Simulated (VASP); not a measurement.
# ZnS (F-43m) in VASP: notebook

Runs on ZnS. Level: revPBE. Tasks: single point.

All numbers are computed with VASP 6.6.1; they aren't measurements. Logs are shortened: lines on timing, memory, paths and dates and some standing lists are left out, and cuts for length are marked.

**The experiment to reproduce.**

From “Electronic, vibrational, and thermodynamic properties of ZnS (zincblende and rocksalt structure)”, 2009, arxiv:0911.5022, for a bulk crystal of ZnS at 19 K: band gap 3.85 eV (direct).

The results are compared with them further down.

**1. The cell of the first run**

Symmetry: F-43m, No. 216, cubic system. The conventional cell has a = 5.448 Å, b = 5.448 Å, c = 5.448 Å, α = 90.00°, β = 90.00°, γ = 90.00°. Zn (site symmetry -43m) has 4 S at 2.36 Å within 3.1 Å. S (site symmetry -43m) has 4 Zn at 2.36 Å within 3.1 Å.

**2. Single point, revPBE**

INCAR

```
PREC = Accurate
ENCUT = 520
EDIFF = 1E-7
ISMEAR = 0
SIGMA = 0.05
LREAL = False
LASPH = True
NELM = 60
ALGO = Normal
ISIF = 2
LWAVE = False
LCHARG = False
GGA = RE
NBANDS = 16
```

KPOINTS

```
regular mesh
0
Gamma
  8 8 8
```

POSCAR

```
ZnS
1.0
    0.0000000000      2.7240696280      2.7240696280
    2.7240696280      0.0000000000      2.7240696280
    2.7240696280      2.7240696280      0.0000000000
Zn S
1 1
Direct
    0.0000000000      0.0000000000      0.0000000000
    0.7500000000      0.7500000000      0.7500000000
```

Potentials or basis: VASP PAW PBE potentials, release 64 (Zn, S).

Launch:

```console
$ cat potpaw_PBE.64/Zn/POTCAR potpaw_PBE.64/S/POTCAR > POTCAR
$ mpirun -np 1 vasp_std > vasp.out
```

OUTCAR:

```text
PREC = Accurate
   ENCUT = 520
   EDIFF = 1E-7
   ISMEAR = 0
   LREAL = False
   LASPH = True
   NELM = 60
   ISIF = 2
   GGA = RE

 ion  position               nearest neighbor table
   1  0.000  0.000  0.000-   2 2.36   2 2.36   2 2.36   2 2.36
   2  0.750  0.750  0.750-   1 2.36   1 2.36   1 2.36   1 2.36

  LATTYP: Found a face centered cubic cell.
 ALAT       =     5.4481392560

  Lattice vectors:

 A1 = (   0.0000000000,   2.7240696280,   2.7240696280)
 A2 = (   2.7240696280,   0.0000000000,   2.7240696280)
 A3 = (   2.7240696280,   2.7240696280,   0.0000000000)

Analysis of symmetry for initial positions (statically):
=====================================================================
 Subroutine PRICEL returns:
 Original cell was already a primitive cell.

 Routine SETGRP: Setting up the symmetry group for a
 face centered cubic supercell.

 Subroutine GETGRP returns: Found 24 space group operations
 (whereof 24 operations were pure point group operations)
 out of a pool of 48 trial point group operations.

The static configuration has the point symmetry T_d .

Analysis of symmetry for dynamics (positions and initial velocities):
=====================================================================
 Subroutine PRICEL returns:
 Original cell was already a primitive cell.

 Routine SETGRP: Setting up the symmetry group for a
 face centered cubic supercell.

 Subroutine GETGRP returns: Found 24 space group operations
 (whereof 24 operations were pure point group operations)
 out of a pool of 48 trial point group operations.

The dynamic configuration has the point symmetry T_d .

 Subroutine INISYM returns: Found 24 space group operations
 (whereof 24 operations are pure point group operations),
 and found     1 'primitive' translations

----------------------------------------------------------------------------------------

                                     Primitive cell

  volume of cell :      40.4282

  direct lattice vectors                    reciprocal lattice vectors
     0.000000000  2.724069628  2.724069628    -0.183548906  0.183548906  0.183548906
     2.724069628  0.000000000  2.724069628     0.183548906 -0.183548906  0.183548906
     2.724069628  2.724069628  0.000000000     0.183548906  0.183548906 -0.183548906

  length of vectors
     3.852416213  3.852416213  3.852416213     0.317916031  0.317916031  0.317916031

  position of ions in fractional coordinates (direct lattice)
     0.000000000  0.000000000  0.000000000
     0.750000000  0.750000000  0.750000000

  ion indices of the primitive-cell ions
   primitive index   ion index
                 1           1
                 2           2

----------------------------------------------------------------------------------------

 KPOINTS: regular mesh

Automatic generation of k-mesh.
 Grid dimensions read from file:
 generate k-points for:    8    8    8

 Generating k-lattice:

  Cartesian coordinates                     Fractional coordinates (reciprocal lattice)
    -0.022943613  0.022943613  0.022943613     0.125000000  0.000000000  0.000000000
     0.022943613 -0.022943613  0.022943613     0.000000000  0.125000000  0.000000000
     0.022943613  0.022943613 -0.022943613     0.000000000  0.000000000  0.125000000

  Length of vectors
     0.039739504  0.039739504  0.039739504

  Shift w.r.t. Gamma in fractional coordinates (k-lattice)
     0.000000000  0.000000000  0.000000000

 Subroutine IBZKPT returns following result:
 ===========================================

 Found     29 irreducible k-points:

 Following reciprocal coordinates:
            Coordinates               Weight
  0.000000  0.000000  0.000000      1.000000
  0.125000  0.000000  0.000000      8.000000
  0.250000  0.000000  0.000000      8.000000
  0.375000  0.000000  0.000000      8.000000
  0.500000  0.000000  0.000000      4.000000
  0.125000  0.125000  0.000000      6.000000
[... 16 lines left out ...]
  0.500000  0.250000  0.125000     48.000000
 -0.375000  0.250000  0.125000     24.000000
 [... further k-points ...]
   k-points           NKPTS =     29   k-points in BZ     NKDIM =     29   number of bands    NBANDS=     16
   number of dos      NEDOS =    301   number of ions     NIONS =      2
   total plane-waves  NPLWV =  27000
   dimension x,y,z NGX =    30 NGY =   30 NGZ =   30
   dimension x,y,z NGXF=    60 NGYF=   60 NGZF=   60
   ions per type =               1   1
   NGX,Y,Z   is equivalent  to a cutoff of  12.95, 12.95, 12.95 a.u.
   NGXF,Y,Z  is equivalent  to a cutoff of  25.89, 25.89, 25.89 a.u.
 SYSTEM =  unknown system
   PREC   = accura    normal or accurate (medium, high low for compatibility)
   ISTART =      0    job   : 0-new  1-cont  2-samecut
   ICHARG =      2    charge: 1-file 2-atom 10-const
   ISPIN  =      1    spin polarized calculation?
   LNONCOLLINEAR =      F non collinear calculations
   LSORBIT =      F    spin-orbit coupling
   LASPH  =      T    aspherical Exc in radial PAW
   ENCUT  =  520.0 eV  38.22 Ry    6.18 a.u.   7.16  7.16  7.16*2*pi/ulx,y,z
   NELM   =     60;   NELMIN=  2; NELMDL= -5     # of ELM steps
   EDIFF  = 0.1E-06   stopping-criterion for ELM
   LREAL  =      F    real-space projection
   EDIFFG = 0.1E-05   stopping-criterion for IOM
   NSW    =      0    number of steps for IOM
   IBRION =     -1    ionic relax: 0-MD 1-quasi-New 2-CG
   NFREE  =      0    steps in history (QN), initial steepest desc. (CG)
   ISIF   =      2    stress and relaxation
   ISYM   =      2    0-nonsym 1-usesym 2-fastsym
   POTIM  = 0.5000    time-step for ionic-motion
   TEBEG  =    0.0;   TEEND  =   0.0 temperature during run
   PSTRESS=    0.0 pullay stress
   NELECT =      18.0000    total number of electrons
   NUPDOWN=      -1.0000    fix difference up-down
   EMIN   =  10.00;   EMAX   =-10.00  energy-range for DOS
   EFERMI =   0.00;   METHOD = LEGACY
   ISMEAR =     0;   SIGMA  =   0.05  broadening in eV -4-tet -1-fermi 0-gaus
   EFERMI_NEDOS =   21; number of points for ismear=-14 and -15
   IALGO  =     38    algorithm
   IMIX   =      4    mixing-type and parameters
     AMIX     =   0.40;   BMIX     =  1.00
     AMIX_MAG =   1.60;   BMIX_MAG =  1.00
  volume/ion in A,a.u.               =      20.21       136.41
  Fermi-wavevector in a.u.,A,eV,Ry     =   1.250079  2.362307 21.261791  1.562698
  Thomas-Fermi vector in A             =   2.384090
   LORBIT       =      0    0 simple, 1 ext, 2 COOP (PROOUT), +10 PAW based schemes
   GGA     = RE    functional components
   LHFCALC =     F    Hartree Fock is set to
   AEXX    =    0.0000 exact exchange contribution
   IVDW    =     0    specifies the selected vdW correction
   LEPSILON=     F    determine dielectric tensor
   LRPA    =     F    only Hartree local field effects (RPA)
 non-spin polarized calculation
 Gauss-broadening in eV      SIGMA  =   0.05
  energy-cutoff  :      520.00
  volume of cell :       40.43
 maximum number of plane-waves:      1106
 NGX is ok and might be reduce to    30
   NGX = 15   NGY = 15   NGZ = 15

 number of electron      18.0000007 magnetization

 Free energy of the ion-electron system (eV)
  ---------------------------------------------------
  ext. energy  EPLUGINS =         0.00000000
  ---------------------------------------------------
  free energy    TOTEN  =        -6.27938002 eV

  energy without entropy =       -6.27938002  energy(sigma->0) =       -6.27938002

 E-fermi :   2.2115     XC(G=0):  -9.3505

 val. band max:        1.9662882478   @ k =   0.0000   0.0000   0.0000
 cond. band min:       4.0978740700   @ k =   0.0000   0.0000   0.0000
 fundamental gap:      2.1315858221
 Fermi energy:         2.2114893333

 k-point     1 :       0.0000    0.0000    0.0000
  band No.  band energies     occupation
      1     -10.9946      2.00000
      2      -4.2452      2.00000
      3      -4.2452      2.00000
      4      -4.2452      2.00000
      5      -3.7719      2.00000
      6      -3.7719      2.00000
[... 8 lines left out ...]
     15      13.6821      0.00000
     16      13.9008      0.00000

 k-point     2 :       0.1250    0.0000    0.0000
  band No.  band energies     occupation
      1     -10.8837      2.00000
      2      -4.2412      2.00000
      3      -4.2252      2.00000
      4      -4.2252      2.00000
      5      -3.7734      2.00000
      6      -3.7734      2.00000
[... 8 lines left out ...]
     15      13.1282      0.00000
     16      14.6789      0.00000

 k-point     3 :       0.2500    0.0000    0.0000
  band No.  band energies     occupation
      1     -10.5949      2.00000
      2      -4.1877      2.00000
      3      -4.1813      2.00000
      4      -4.1813      2.00000
      5      -3.7702      2.00000
      6      -3.7702      2.00000
[... 8 lines left out ...]
     15      12.9410      0.00000
     16      14.2810      0.00000

 k-point     4 :       0.3750    0.0000    0.0000
  band No.  band energies     occupation
      1     -10.2688      2.00000
      2      -4.1464      2.00000
      3      -4.1463      2.00000
      4      -3.9687      2.00000
      5      -3.7544      2.00000
      6      -3.7544      2.00000
[... 8 lines left out ...]
     15      14.0141      0.00000
     16      14.0141      0.00000
[... 324 lines left out ...]
 k-point    22 :       0.3750    0.2500    0.1250
  band No.  band energies     occupation
      1     -10.3689      2.00000
      2      -4.2111      2.00000
      3      -4.1178      2.00000
      4      -4.0902      2.00000
      5      -3.7915      2.00000
      6      -3.7360      2.00000
[... 8 lines left out ...]
     15      14.6921      0.00000
     16      17.0163      0.00000

 k-point    23 :       0.5000    0.2500    0.1250
  band No.  band energies     occupation
      1     -10.0969      2.00000
      2      -4.1336      2.00000
      3      -4.0875      2.00000
      4      -3.9419      2.00000
      5      -3.7539      2.00000
      6      -3.6996      2.00000
[... 8 lines left out ...]
     15      15.6679      0.00000
     16      16.2055      0.00000

 k-point    24 :      -0.3750    0.2500    0.1250
  band No.  band energies     occupation
      1      -9.9757      2.00000
      2      -4.1200      2.00000
      3      -4.0681      2.00000
      4      -3.8176      2.00000
      5      -3.7594      2.00000
      6      -3.5150      2.00000
[... 8 lines left out ...]
     15      15.3993      0.00000
     16      16.1312      0.00000

 [... further k-points ...]

------------------------ aborting loop because EDIFF is reached ----------------------------------------

  FORCE on cell =-STRESS in cart. coord.  units (eV):
  Direction    XX          YY          ZZ          XY          YZ          ZX
  --------------------------------------------------------------------------------------
  -------------------------------------------------------------------------------------
  Total        0.4524864      0.4524864      0.4524864      0.0000000      0.0000000      0.0000000
  in kB       17.9321162     17.9321162     17.9321162      0.0000000      0.0000000      0.0000000
  external PRESSURE =      17.9321162 kB  Pullay stress =       0.0000000 kB

 VOLUME and BASIS-vectors are now :
 -----------------------------------------------------------------------------
  energy-cutoff  :      520.00
  volume of cell :       40.43
      direct lattice vectors                 reciprocal lattice vectors
     0.000000000  2.724069628  2.724069628    -0.183548906  0.183548906  0.183548906
     2.724069628  0.000000000  2.724069628     0.183548906 -0.183548906  0.183548906
     2.724069628  2.724069628  0.000000000     0.183548906  0.183548906 -0.183548906

 POSITION                                       TOTAL-FORCE (eV/Angst)
 -----------------------------------------------------------------------------------
      0.00000      0.00000      0.00000         0.000000      0.000000      0.000000
      4.08610      4.08610      4.08610        -0.000000     -0.000000     -0.000000
 -----------------------------------------------------------------------------------
    total drift:                               -0.000000     -0.000000      0.000000

  FREE ENERGIE OF THE ION-ELECTRON SYSTEM (eV)
  ---------------------------------------------------
  free  energy   TOTEN  =        -6.2793800185 eV

  energy  without entropy=       -6.2793800185  energy(sigma->0) =       -6.27938002
```

It took 22 s on 1 thread of Intel Xeon Platinum 8488C (Sapphire Rapids), shared host; peak memory 0.17 GiB.

Results:

```yaml
Free_energy: -6.2794 eV
Pressure: 1.8 GPa
Band_gap_on_the_k_mesh: 2.13 eV, direct
```

Levels at points of the mesh, in eV from the valence-band top:
| k point | band 7 | band 8 | band 9 | band 10 | band 11 | band 12 |
| --- | --- | --- | --- | --- | --- | --- |
| (0.00, 0.00, 0.00) | 0.00 | 0.00 | 0.00 | 2.13 | 6.45 | 6.45 |
| (0.50, 0.00, 0.00) | -5.09 | -0.83 | -0.83 | 3.35 | 6.98 | 6.98 |
| (0.50, 0.50, 0.00) | -4.43 | -2.12 | -2.12 | 3.57 | 4.15 | 10.95 |

Caveat: the PAW data sets were made with another functional, which shifts forces and pressure a little.

**3. Single point, revPBE (volume scaled by 0.96)**

INCAR

```
PREC     = Accurate       # precision mode
ENCUT    = 520            # plane-wave cutoff, eV
EDIFF    = 1E-6           # SCF threshold, eV
ISMEAR   = 0              # smearing method
SIGMA    = 0.05           # smearing width, eV
LREAL    = False          # projectors in reciprocal space
LASPH    = True           # aspherical terms in the spheres
NELM     = 80             # most SCF steps
ALGO     = Normal         # electronic algorithm
ISIF     = 2              # what is computed and relaxed
LWAVE    = False          # write WAVECAR
LCHARG   = False          # write CHGCAR
GGA      = RE             # functional
NBANDS   = 16             # bands
```

KPOINTS is that of step 2.

POSCAR

```
ZnS
1.0
    0.0000000000      2.7093766412      2.7093766412
    2.7093766412      0.0000000000      2.7093766412
    2.7093766412      2.7093766412      0.0000000000
Zn S
1 1
Direct
    0.0000000000      0.0000000000      0.0000000000
    0.7500000000      0.7500000000      0.7500000000
```

Potentials or basis: VASP PAW PBE potentials, release 64 (Zn, S).

Launch:

```console
$ cat potpaw_PBE.64/Zn/POTCAR potpaw_PBE.64/S/POTCAR > POTCAR
$ mpirun -np 1 vasp_std > vasp.out
```

OUTCAR:

```text
PREC = Accurate
   ENCUT = 520
   EDIFF = 1E-6
   ISMEAR = 0
   LREAL = False
   LASPH = True
   NELM = 80
   ISIF = 2
   GGA = RE

 ion  position               nearest neighbor table
   1  0.000  0.000  0.000-   2 2.35   2 2.35   2 2.35   2 2.35
   2  0.750  0.750  0.750-   1 2.35   1 2.35   1 2.35   1 2.35

  LATTYP: Found a face centered cubic cell.
 ALAT       =     5.4187532824

  Lattice vectors:

 A1 = (   0.0000000000,   2.7093766412,   2.7093766412)
[... 641 lines left out ...]

------------------------ aborting loop because EDIFF is reached ----------------------------------------

  FORCE on cell =-STRESS in cart. coord.  units (eV):
  Direction    XX          YY          ZZ          XY          YZ          ZX
  --------------------------------------------------------------------------------------
  -------------------------------------------------------------------------------------
  Total        0.7408911      0.7408911      0.7408911      0.0000000      0.0000000      0.0000000
  in kB       29.8419246     29.8419246     29.8419246      0.0000000      0.0000000      0.0000000
  external PRESSURE =      29.8419246 kB  Pullay stress =       0.0000000 kB

 VOLUME and BASIS-vectors are now :
 -----------------------------------------------------------------------------
  energy-cutoff  :      520.00
  volume of cell :       39.78
      direct lattice vectors                 reciprocal lattice vectors
     0.000000000  2.709376641  2.709376641    -0.184544294  0.184544294  0.184544294
     2.709376641  0.000000000  2.709376641     0.184544294 -0.184544294  0.184544294
     2.709376641  2.709376641  0.000000000     0.184544294  0.184544294 -0.184544294

 POSITION                                       TOTAL-FORCE (eV/Angst)
 -----------------------------------------------------------------------------------
      0.00000      0.00000      0.00000        -0.000000     -0.000000     -0.000000
      4.06406      4.06406      4.06406         0.000000      0.000000      0.000000
 -----------------------------------------------------------------------------------
    total drift:                               -0.000001     -0.000001     -0.000001

  FREE ENERGIE OF THE ION-ELECTRON SYSTEM (eV)
  ---------------------------------------------------
  free  energy   TOTEN  =        -6.2696092963 eV

  energy  without entropy=       -6.2696092963  energy(sigma->0) =       -6.26960930
```

OSZICAR:

```text
N       E                     dE             d eps       ncg     rms          rms(c)
DAV:   1     0.929043072310E+02    0.92904E+02   -0.87895E+03   928   0.134E+03
DAV:   2    -0.621714103531E+00   -0.93526E+02   -0.87664E+02  1056   0.266E+02
DAV:   3    -0.661974057582E+01   -0.59980E+01   -0.59756E+01  1208   0.648E+01
DAV:   4    -0.668195972512E+01   -0.62219E-01   -0.62210E-01  1080   0.694E+00
DAV:   5    -0.668270640773E+01   -0.74668E-03   -0.74667E-03  1216   0.712E-01    0.720E+00
DAV:   6    -0.628484033558E+01    0.39787E+00   -0.69643E-01  1376   0.287E+01    0.561E+00
DAV:   7    -0.626671285085E+01    0.18127E-01   -0.25588E-01  1056   0.436E+00    0.286E+00
DAV:   8    -0.626846511902E+01   -0.17523E-02   -0.62020E-03  1128   0.841E-01    0.726E-01
DAV:   9    -0.626925632767E+01   -0.79121E-03   -0.16019E-03  1064   0.313E-01    0.106E-01
DAV:  10    -0.626961817797E+01   -0.36185E-03   -0.56044E-04  1096   0.200E-01    0.700E-02
DAV:  11    -0.626960582127E+01    0.12357E-04   -0.54569E-05  1080   0.113E-01    0.121E-02
DAV:  12    -0.626960875120E+01   -0.29299E-05   -0.10129E-05  1208   0.256E-02    0.841E-03
DAV:  13    -0.626960929634E+01   -0.54515E-06   -0.28395E-06  1120   0.136E-02
   1 F= -.62696093E+01 E0= -.62696093E+01  d E =-.128574E-12
```

Run time: 14 s. Hardware: 1 thread of Intel Xeon Platinum 8488C (Sapphire Rapids), shared host; peak memory 0.16 GiB.

What came out:

* Free energy: -6.2696 eV
* Pressure: 3.0 GPa
* Band gap on the k mesh: 2.20 eV, direct

Levels at points of the mesh, in eV from the valence-band top:
```tsv
k point	band 5	band 6	band 7	band 8	band 9	band 10	band 11	band 12	band 13	band 14
(0.00, 0.00, 0.00)	-5.78	-5.78	0.00	0.00	0.00	2.20	6.44	6.44	6.44	11.73
(0.50, 0.00, 0.00)	-5.75	-5.58	-5.20	-0.85	-0.85	3.38	6.97	6.97	8.99	12.30
(0.50, 0.50, 0.00)	-5.71	-5.57	-4.49	-2.18	-2.18	3.53	4.15	11.06	11.98	11.98
```

Caveat: the cell differs from its parent crystal (volume scaled by 0.96); the PAW data sets were made with another functional, which shifts forces and pressure a little.

**4. Single point, revPBE**

This run uses another cell than the first one, of 20.72 Å³/atom, 1.025 times its volume.

INCAR

```
PREC = Accurate
ENCUT = 520
EDIFF = 1E-6
ISMEAR = 0
SIGMA = 0.05
LREAL = F
LASPH = T
NELM = 60
ALGO = Normal
ISIF = 2
LWAVE = F
LCHARG = F
GGA = RE
NBANDS = 16
```

KPOINTS

```
Automatic mesh
0
Gamma
  8 8 8
```

POSCAR

```
ZnS
1.0
    0.0000000000      2.7464960023      2.7464960023
    2.7464960023      0.0000000000      2.7464960023
    2.7464960023      2.7464960023      0.0000000000
Zn S
1 1
Direct
    0.0000000000      0.0000000000      0.0000000000
    0.7500000000      0.7500000000      0.7500000000
```

Launch:

```console
$ cat potpaw_PBE.64/Zn/POTCAR potpaw_PBE.64/S/POTCAR > POTCAR
$ mpirun -np 1 vasp_std > vasp.out
```

It took 23 s on 1 thread of Intel Xeon Platinum 8488C (Sapphire Rapids), shared host; peak memory 0.17 GiB.

Results (log left out):

| Item | Value |
| --- | --- |
| Free energy | -6.2853 eV |
| Pressure | 0.1 GPa |
| Band gap on the k mesh | 2.03 eV, direct |

Levels at points of the mesh, in eV from the valence-band top:
| k point | band 6 | band 7 | band 8 | band 9 | band 10 | band 11 | band 12 | band 13 |
| --- | --- | --- | --- | --- | --- | --- | --- | --- |
| (0.00, 0.00, 0.00) | -5.68 | 0.00 | 0.00 | 0.00 | 2.03 | 6.47 | 6.47 | 6.47 |
| (0.50, 0.00, 0.00) | -5.49 | -4.94 | -0.79 | -0.79 | 3.30 | 6.99 | 6.99 | 8.83 |
| (0.50, 0.50, 0.00) | -5.48 | -4.33 | -2.04 | -2.04 | 3.63 | 4.14 | 10.78 | 11.71 |

Caveat: the PAW data sets were made with another functional, which shifts forces and pressure a little.

[end of part 1 of 2]
